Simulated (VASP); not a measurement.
Here is a VASP 6.6.1 calculation.

Contents of INCAR:

```
SYSTEM = Ca
PREC     = Accurate       ! precision mode
ENCUT    = 520            ! plane-wave cutoff, eV
EDIFF    = 1E-7           ! SCF threshold, eV
ISMEAR   = -1             ! smearing method
SIGMA    = 0.1            ! smearing width, eV
LREAL    = .False.        ! projectors in reciprocal space
LASPH    = .True.         ! aspherical terms in the spheres
NELM     = 100            ! most SCF steps
ALGO     = Normal         ! electronic algorithm
ISIF     = 2              ! what is computed and relaxed
LWAVE    = .False.        ! write WAVECAR
LCHARG   = .False.        ! write CHGCAR
GGA      = B5             ! functional
ALDAX    = 1.0          
AGGAX    = 1.0          
AGGAC    = 1.0          
ALDAC    = 0.0          
NBANDS   = 11             ! bands
```

KPOINTS

```
regular mesh
0
Gamma
  11 11 11
  0 0 0
```

Contents of POSCAR:

```
Ca
1.0
   -2.1961492074      2.1961492074      2.1961492074
    2.1961492074     -2.1961492074      2.1961492074
    2.1961492074      2.1961492074     -2.1961492074
Ca
1
Direct
    0.0000000000      0.0000000000      0.0000000000
```

Potentials or basis: VASP PAW PBE potentials, release 64 (Ca_sv).

Run with:

```bash
$ cat potpaw_PBE.64/Ca_sv/POTCAR > POTCAR
$ mpirun -np 1 vasp_std > vasp.out
```

Problem. What does it give for the pressure?

Solution. 0.0 GPa.

Problem. What does it give for the band gap on the k mesh?

Solution. Zero (band 5 reaches 2.70 eV, above the bottom of band 6 at 2.44 eV).

Caveat: the PAW data sets were made with another functional, which shifts forces and pressure a little.
